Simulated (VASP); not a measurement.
# InSe (P6_3/mmc) in VASP: notebook

The runs below take InSe through single point, with PBE+D3(BJ).

Everything below comes from runs of VASP 6.6.1. Logs are shortened: lines on timing, memory, paths and dates and some standing lists are left out, and cuts for length are marked.

### 1 The cell of the first run

It takes space group P6_3/mmc (No. 194, hexagonal). Conventional cell: a = 3.790 Å, b = 3.790 Å, c = 16.762 Å, α = 90.00°, β = 90.00°, γ = 120.00°. In (site symmetry 3m) has 3 Se at 2.54 Å and 1 In at 2.79 Å within 3.4 Å. Se (site symmetry 3m) has 3 In at 2.54 Å within 3.4 Å.

### 2 Single point, PBE+D3(BJ) (strain -0.0600 x Voigt [1, 1, 0, 0, 0, 0])

The input, INCAR:

```
SYSTEM = InSe
ALGO = Normal
EDIFF = 1E-6
ENCUT = 520
GGA = PE
ISIF = 2
ISMEAR = 0
IVDW = 12
LASPH = .True.
LCHARG = .True.
LELF = .True.
LREAL = .False.
LVHAR = .True.
LWAVE = .False.
NBANDS = 48
NELM = 80
PREC = Accurate
SIGMA = 0.03
```

The input, KPOINTS:

```
k-points
0
Gamma
  12 12 2
  0 0 0
```

The input, POSCAR:

```
InSe
1.0
    3.7898651969      0.0000000000      0.0000000000
   -1.8949325984      3.2821195374      0.0000000000
    0.0000000000      0.0000000000     16.7623717135
In Se
4 4
Direct
    0.3333333333      0.6666666667      0.1666581949
    0.6666666667      0.3333333333      0.6666581949
    0.3333333333      0.6666666667      0.3333418051
    0.6666666667      0.3333333333      0.8333418051
    0.3333333333      0.6666666667      0.5898711344
    0.6666666667      0.3333333333      0.0898711344
    0.3333333333      0.6666666667      0.9101288656
    0.6666666667      0.3333333333      0.4101288656
```

Potentials or basis: VASP PAW PBE potentials, release 64 (In_d, Se).

On the command line:

```
$ cat potpaw_PBE.64/In_d/POTCAR potpaw_PBE.64/Se/POTCAR > POTCAR
$ mpirun -np 1 vasp_std > vasp.out
```

OUTCAR:

```text
SYSTEM = InSe
   EDIFF = 1E-6
   ENCUT = 520
   GGA = PE
   ISIF = 2
   ISMEAR = 0
   IVDW = 12
   LASPH = .True.
   LREAL = .False.
   NELM = 80
   PREC = Accurate
 IVDW          = 12

 ion  position               nearest neighbor table
   1  0.333  0.667  0.167-   6 2.54   6 2.54   6 2.54   3 2.79
   2  0.667  0.333  0.667-   5 2.54   5 2.54   5 2.54   4 2.79
   3  0.333  0.667  0.333-   8 2.54   8 2.54   8 2.54   1 2.79
   4  0.667  0.333  0.833-   7 2.54   7 2.54   7 2.54   2 2.79
   5  0.333  0.667  0.590-   2 2.54   2 2.54   2 2.54
   6  0.667  0.333  0.090-   1 2.54   1 2.54   1 2.54
   7  0.333  0.667  0.910-   4 2.54   4 2.54   4 2.54
   8  0.667  0.333  0.410-   3 2.54   3 2.54   3 2.54

  LATTYP: Found a hexagonal cell.
 ALAT       =     3.7898651969
 C/A-ratio  =     4.4229466861

  Lattice vectors:

 A1 = (   3.7898651969,   0.0000000000,   0.0000000000)
 A2 = (  -1.8949325984,   3.2821195374,   0.0000000000)
 A3 = (   0.0000000000,   0.0000000000,  16.7623717135)

Analysis of symmetry for initial positions (statically):
=====================================================================
 Subroutine PRICEL returns:
 Original cell was already a primitive cell.

 Routine SETGRP: Setting up the symmetry group for a
 hexagonal supercell.

 Subroutine GETGRP returns: Found 24 space group operations
 (whereof 12 operations were pure point group operations)
 out of a pool of 24 trial point group operations.

The static configuration has the point symmetry D_3d.
 The point group associated with its full space group is D_6h.

Analysis of symmetry for dynamics (positions and initial velocities):
=====================================================================
 Subroutine PRICEL returns:
 Original cell was already a primitive cell.

 Routine SETGRP: Setting up the symmetry group for a
 hexagonal supercell.

 Subroutine GETGRP returns: Found 24 space group operations
 (whereof 12 operations were pure point group operations)
 out of a pool of 24 trial point group operations.

The dynamic configuration has the point symmetry D_3d.
 The point group associated with its full space group is D_6h.

 Subroutine INISYM returns: Found 24 space group operations
 (whereof 12 operations are pure point group operations),
 and found     1 'primitive' translations

----------------------------------------------------------------------------------------

                                     Primitive cell

  volume of cell :     208.5036

  direct lattice vectors                    reciprocal lattice vectors
     3.789865197  0.000000000  0.000000000     0.263861628  0.152340582  0.000000000
    -1.894932598  3.282119537  0.000000000     0.000000000  0.304681164  0.000000000
     0.000000000  0.000000000 16.762371713     0.000000000  0.000000000  0.059657429

  length of vectors
     3.789865197  3.789865197 16.762371713     0.304681164  0.304681164  0.059657429

  position of ions in fractional coordinates (direct lattice)
     0.333333333  0.666666667  0.166658195
     0.666666667  0.333333333  0.666658195
     0.333333333  0.666666667  0.333341805
     0.666666667  0.333333333  0.833341805
     0.333333333  0.666666667  0.589871134
     0.666666667  0.333333333  0.089871134
     0.333333333  0.666666667  0.910128866
     0.666666667  0.333333333  0.410128866

  ion indices of the primitive-cell ions
   primitive index   ion index
                 1           1
                 2           2
                 3           3
                 4           4
                 5           5
                 6           6
                 7           7
                 8           8

----------------------------------------------------------------------------------------

 KPOINTS: k-points

Automatic generation of k-mesh.
 Grid dimensions read from file:
 generate k-points for:   12   12    2

 Generating k-lattice:

  Cartesian coordinates                     Fractional coordinates (reciprocal lattice)
     0.021988469  0.012695048  0.000000000     0.083333333  0.000000000  0.000000000
     0.000000000  0.025390097  0.000000000     0.000000000  0.083333333  0.000000000
     0.000000000  0.000000000  0.029828714     0.000000000  0.000000000  0.500000000

  Length of vectors
     0.025390097  0.025390097  0.029828714

  Shift w.r.t. Gamma in fractional coordinates (k-lattice)
     0.000000000  0.000000000  0.000000000

 Subroutine IBZKPT returns following result:
 ===========================================

 Found     38 irreducible k-points:

 Following reciprocal coordinates:
            Coordinates               Weight
  0.000000  0.000000  0.000000      1.000000
  0.083333  0.000000  0.000000      6.000000
  0.166667  0.000000  0.000000      6.000000
  0.250000  0.000000  0.000000      6.000000
  0.333333  0.000000  0.000000      6.000000
  0.416667  0.000000  0.000000      6.000000
[... 16 lines left out ...]
  0.250000  0.000000  0.500000      6.000000
  0.333333  0.000000  0.500000      6.000000
 [... further k-points ...]
   k-points           NKPTS =     38   k-points in BZ     NKDIM =     38   number of bands    NBANDS=     48
   number of dos      NEDOS =    301   number of ions     NIONS =      8
   total plane-waves  NPLWV =  98784
   dimension x,y,z NGX =    28 NGY =   28 NGZ =  126
   dimension x,y,z NGXF=    56 NGYF=   56 NGZF=  252
   ions per type =               4   4
   NGX,Y,Z   is equivalent  to a cutoff of  12.28, 12.28, 12.50 a.u.
   NGXF,Y,Z  is equivalent  to a cutoff of  24.56, 24.56, 24.99 a.u.
 SYSTEM =  InSe
   PREC   = accura    normal or accurate (medium, high low for compatibility)
   ISTART =      0    job   : 0-new  1-cont  2-samecut
   ICHARG =      2    charge: 1-file 2-atom 10-const
   ISPIN  =      1    spin polarized calculation?
   LNONCOLLINEAR =      F non collinear calculations
   LSORBIT =      F    spin-orbit coupling
   LASPH  =      T    aspherical Exc in radial PAW
   ENCUT  =  520.0 eV  38.22 Ry    6.18 a.u.   7.05  7.05 31.17*2*pi/ulx,y,z
   NELM   =     80;   NELMIN=  2; NELMDL= -5     # of ELM steps
   EDIFF  = 0.1E-05   stopping-criterion for ELM
   LREAL  =      F    real-space projection
   EDIFFG = 0.1E-04   stopping-criterion for IOM
   NSW    =      0    number of steps for IOM
   IBRION =     -1    ionic relax: 0-MD 1-quasi-New 2-CG
   NFREE  =      0    steps in history (QN), initial steepest desc. (CG)
   ISIF   =      2    stress and relaxation
   ISYM   =      2    0-nonsym 1-usesym 2-fastsym
   POTIM  = 0.5000    time-step for ionic-motion
   TEBEG  =    0.0;   TEEND  =   0.0 temperature during run
   PSTRESS=    0.0 pullay stress
   NELECT =      76.0000    total number of electrons
   NUPDOWN=      -1.0000    fix difference up-down
   EMIN   =  10.00;   EMAX   =-10.00  energy-range for DOS
   EFERMI =   0.00;   METHOD = LEGACY
   ISMEAR =     0;   SIGMA  =   0.03  broadening in eV -4-tet -1-fermi 0-gaus
   EFERMI_NEDOS =   21; number of points for ismear=-14 and -15
   IALGO  =     38    algorithm
   IMIX   =      4    mixing-type and parameters
     AMIX     =   0.40;   BMIX     =  1.00
     AMIX_MAG =   1.60;   BMIX_MAG =  1.00
  volume/ion in A,a.u.               =      26.06       175.88
  Fermi-wavevector in a.u.,A,eV,Ry     =   1.169432  2.209905 18.606923  1.367570
  Thomas-Fermi vector in A             =   2.305904
   LORBIT       =      0    0 simple, 1 ext, 2 COOP (PROOUT), +10 PAW based schemes
   GGA     = PE    functional components
   LHFCALC =     F    Hartree Fock is set to
   AEXX    =    0.0000 exact exchange contribution
   IVDW    =    12    specifies the selected vdW correction
   LEPSILON=     F    determine dielectric tensor
   LRPA    =     F    only Hartree local field effects (RPA)
 non-spin polarized calculation
 Gauss-broadening in eV      SIGMA  =   0.03
  energy-cutoff  :      520.00
  volume of cell :      208.50
 maximum number of plane-waves:      5646
   NGX = 15   NGY = 15   NGZ = 63

 number of electron      76.0000008 magnetization

 Free energy of the ion-electron system (eV)
  ---------------------------------------------------
  ext. energy  EPLUGINS =         0.00000000
  ---------------------------------------------------
  free energy    TOTEN  =       -27.19897072 eV

  energy without entropy =      -27.19897072  energy(sigma->0) =      -27.19897072

 E-fermi :   5.1835     XC(G=0):  -9.4383

 val. band max:        5.0369301017   @ k =   0.0000   0.0000   0.0000
 cond. band min:       6.1686069230   @ k =   0.0000   0.0000   0.0000
 fundamental gap:      1.1316768213
 Fermi energy:         5.1834717955

 k-point     1 :       0.0000    0.0000    0.0000
  band No.  band energies     occupation
      1      -9.7090      2.00000
      2      -9.7057      2.00000
      3      -9.5328      2.00000
      4      -9.5328      2.00000
      5      -9.5324      2.00000
      6      -9.5324      2.00000
[... 40 lines left out ...]
     47      10.2258      0.00000
     48      10.7408      0.00000

 k-point     2 :       0.0833    0.0000    0.0000
  band No.  band energies     occupation
      1      -9.7272      2.00000
      2      -9.7188      2.00000
      3      -9.5813      2.00000
      4      -9.5709      2.00000
      5      -9.5673      2.00000
      6      -9.5405      2.00000
[... 40 lines left out ...]
     47      10.2992      0.00000
     48      10.7483      0.00000

 k-point     3 :       0.1667    0.0000    0.0000
  band No.  band energies     occupation
      1      -9.8060      2.00000
      2      -9.7830      2.00000
      3      -9.7051      2.00000
      4      -9.6696      2.00000
      5      -9.6190      2.00000
      6      -9.6108      2.00000
[... 1060 lines left out ...]
     47      10.4088      0.00000
     48      10.4088      0.00000

 k-point    24 :       0.3333    0.0000    0.5000
  band No.  band energies     occupation
      1      -9.9807      2.00000
      2      -9.9807      2.00000
      3      -9.8885      2.00000
      4      -9.8885      2.00000
      5      -9.6065      2.00000
      6      -9.6065      2.00000
[... 40 lines left out ...]
     47      10.3146      0.00000
     48      10.3146      0.00000

 [... further k-points ...]

------------------------ aborting loop because EDIFF is reached ----------------------------------------

 Edisp (eV)   -2.70271

 E8    (eV) :    -1.2378

  FORCE on cell =-STRESS in cart. coord.  units (eV):
  Direction    XX          YY          ZZ          XY          YZ          ZX
  --------------------------------------------------------------------------------------
  -------------------------------------------------------------------------------------
  Total      13.43278    13.43278     6.16350     0.00000     0.00000     0.00000
  in kB     103.21977   103.21977    47.36139     0.00000     0.00000     0.00000
  external pressure =       84.60 kB  Pullay stress =        0.00 kB

 VOLUME and BASIS-vectors are now :
 -----------------------------------------------------------------------------
  energy-cutoff  :      520.00
  volume of cell :      208.50
      direct lattice vectors                 reciprocal lattice vectors
     3.789865197  0.000000000  0.000000000     0.263861628  0.152340582  0.000000000
    -1.894932598  3.282119537  0.000000000     0.000000000  0.304681164  0.000000000
     0.000000000  0.000000000 16.762371713     0.000000000  0.000000000  0.059657429

 POSITION                                       TOTAL-FORCE (eV/Angst)
 -----------------------------------------------------------------------------------
     -0.00000      2.18808      2.79359         0.000000      0.000000      1.229818
      1.89493      1.09404     11.17477         0.000000     -0.000000      1.229818
     -0.00000      2.18808      5.58760         0.000000      0.000000     -1.229818
      1.89493      1.09404     13.96879         0.000000     -0.000000     -1.229818
     -0.00000      2.18808      9.88764        -0.000000     -0.000000     -1.132091
      1.89493      1.09404      1.50645         0.000000     -0.000000     -1.132091
     -0.00000      2.18808     15.25592        -0.000000      0.000000      1.132091
      1.89493      1.09404      6.87473         0.000000      0.000000      1.132091
 -----------------------------------------------------------------------------------
    total drift:                                0.000000     -0.000000      0.000000

  FREE ENERGIE OF THE ION-ELECTRON SYSTEM (eV)
  ---------------------------------------------------
  free  energy   TOTEN  =       -29.9016786304 eV

  energy  without entropy=      -29.9016786304  energy(sigma->0) =      -29.90167863
```

Wall time 6.2 min (1 thread of Intel Xeon Platinum 8488C (Sapphire Rapids), shared host); peak memory 0.47 GiB.

What came out:

| Property | Result |
| --- | --- |
| Free energy | -29.9017 eV |
| Pressure | 8.5 GPa |
| Largest force | 1.230 eV/Å |
| Band gap on the k mesh | 1.13 eV |
| Dispersion energy per atom | -0.338 eV |

Forces on the atoms (eV/Å):
```
In   0.000  0.000  1.230
In   0.000  0.000  1.230
In   0.000  0.000 -1.230
In   0.000  0.000 -1.230
Se   0.000  0.000 -1.132
Se   0.000  0.000 -1.132
Se   0.000  0.000  1.132
Se   0.000  0.000  1.132
```

Levels at points of the mesh, in eV from the valence-band top:
```tsv
k point	band 34	band 35	band 36	band 37	band 38	band 39	band 40	band 41	band 42	band 43
(0.00, 0.00, 0.00)	-0.83	-0.83	-0.75	-0.75	0.00	1.13	2.47	2.90	2.91	5.02
(0.50, 0.00, 0.00)	-2.21	-2.11	-2.09	-1.90	-1.40	1.38	1.47	2.18	2.49	3.28
(0.00, 0.00, 0.50)	-0.92	-0.78	-0.78	-0.78	-0.78	1.92	1.92	2.91	2.91	5.10
(0.50, 0.00, 0.50)	-2.32	-1.97	-1.97	-1.75	-1.75	1.65	1.65	2.01	2.01	3.62
```

Caveat: the cell differs from its parent crystal (strain -0.0600 x Voigt [1, 1, 0, 0, 0, 0]); the cell stands under pressure; spin-orbit coupling is left out, which moves the levels of the heavy elements; forces of over 1 eV/Å act on the atoms, so gaps and moduli don't describe the material at rest.

### 3 Single point, PBE+D3(BJ) (strain -0.0300 x Voigt [1, 1, 0, 0, 0, 0])

The input, INCAR:

```
ALGO     = Normal         # electronic algorithm
EDIFF    = 1E-7           # SCF threshold, eV
ENCUT    = 520            # plane-wave cutoff, eV
GGA      = PE             # functional
ISIF     = 2              # what is computed and relaxed
ISMEAR   = 0              # smearing method
IVDW     = 12             # dispersion correction
LASPH    = T              # aspherical terms in the spheres
LCHARG   = F              # write CHGCAR
LREAL    = F              # projectors in reciprocal space
LWAVE    = F              # write WAVECAR
NBANDS   = 48             # bands
NELM     = 60             # most SCF steps
PREC     = Accurate       # precision mode
SIGMA    = 0.03           # smearing width, eV
```

The input, KPOINTS:

```
k-points
0
Gamma
  12 12 2
```

POSCAR, as its differences from that of step 2:

```diff
@@ -2,4 +2,4 @@
 1.0
-    3.7898651969      0.0000000000      0.0000000000
-   -1.8949325984      3.2821195374      0.0000000000
+    3.9108183415      0.0000000000      0.0000000000
+   -1.9554091707      3.3868680333      0.0000000000
     0.0000000000      0.0000000000     16.7623717135
```

Potentials or basis: VASP PAW PBE potentials, release 64 (In_d, Se).

On the command line:

```
$ cat potpaw_PBE.64/In_d/POTCAR potpaw_PBE.64/Se/POTCAR > POTCAR
$ mpirun -np 1 vasp_std > vasp.out
```

It took 7.4 min on 1 thread of Intel Xeon Platinum 8488C (Sapphire Rapids), shared host; peak memory 0.54 GiB.

Results (log left out):

- Free energy: -30.5109 eV
- Pressure: 3.6 GPa
- Largest force: 0.549 eV/Å
- Band gap on the k mesh: 0.72 eV
- Dispersion energy per atom: -0.316 eV

Forces on the atoms (eV/Å):
```
In   0.000  0.000  0.549
In   0.000  0.000  0.549
In   0.000  0.000 -0.549
In   0.000  0.000 -0.549
Se   0.000  0.000 -0.496
Se   0.000  0.000 -0.496
Se   0.000  0.000  0.496
Se   0.000  0.000  0.496
```

Stress tensor (GPa, compression positive):
```
4.38 0.00 0.00
0.00 4.38 0.00
0.00 0.00 1.95
```

Levels at points of the mesh, in eV from the valence-band top:
| k point | band 36 | band 37 | band 38 | band 39 | band 40 | band 41 |
| --- | --- | --- | --- | --- | --- | --- |
| (0.00, 0.00, 0.00) | -0.96 | -0.96 | 0.00 | 0.72 | 2.07 | 2.46 |
| (0.50, 0.00, 0.00) | -2.11 | -1.96 | -1.38 | 1.28 | 1.28 | 2.03 |
| (0.00, 0.00, 0.50) | -0.99 | -0.91 | -0.91 | 1.53 | 1.53 | 2.47 |
| (0.50, 0.00, 0.50) | -2.04 | -1.74 | -1.74 | 1.54 | 1.54 | 1.78 |

Caveat: the cell differs from its parent crystal (strain -0.0300 x Voigt [1, 1, 0, 0, 0, 0]); the cell stands under pressure; spin-orbit coupling is left out, which moves the levels of the heavy elements.
